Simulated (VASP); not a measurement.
Lu3PbC:

```
Lu Pb C
1.0
     4.75170    0.00000    0.00000
     0.00000    4.75170    0.00000
     0.00000    0.00000    4.75170
Lu Pb C
3 1 1
Cartesian
  2.3758 0.0000 0.0000
  0.0000 2.3758 0.0000
  0.0000 0.0000 2.3758
  2.3758 2.3758 2.3758
  0.0000 0.0000 0.0000
```

```yaml
Program: VASP 6.6.1
Task: relaxation of volume and atoms at fixed shape
Functional: LDA
Potentials_or_basis: VASP PAW PBE potentials, release 64 (Lu, Pb_d, C)
Cutoff: 600 eV
k_mesh: 6 × 6 × 6
Occupations: methfessel-paxton, width 0.1 eV
Spin: no spin polarisation
```

At the start: pressure -4.6 GPa; volume 21.46 Å³/atom.

Task: How do energy, volume and symmetry change on relaxing?

Result: Over 3 steps the energy falls by 15.6 meV/atom and the volume is 20.42 Å³/atom (-4.9 %); space group Pm-3m (No. 221, to 0.1 Å) before and after.

The path:
```
step  energy change (eV)  largest force (eV/Å)  pressure (GPa)  volume (Å³)
   1              0.0000                0.0000           -4.57       107.29
   2             -0.0254                0.0000            4.35        98.06
   3             -0.0779                0.0000            0.01       102.08
```

Final structure:
```
Lu Pb C
1.0
     4.67352    0.00000    0.00000
     0.00000    4.67352    0.00000
     0.00000    0.00000    4.67352
Lu Pb C
3 1 1
Direct
  0.50000 0.00000 0.00000
  0.00000 0.50000 0.00000
  0.00000 0.00000 0.50000
  0.50000 0.50000 0.50000
  0.00000 0.00000 0.00000
```

Caveat: the PAW data sets were made with another functional, which shifts forces and pressure a little.
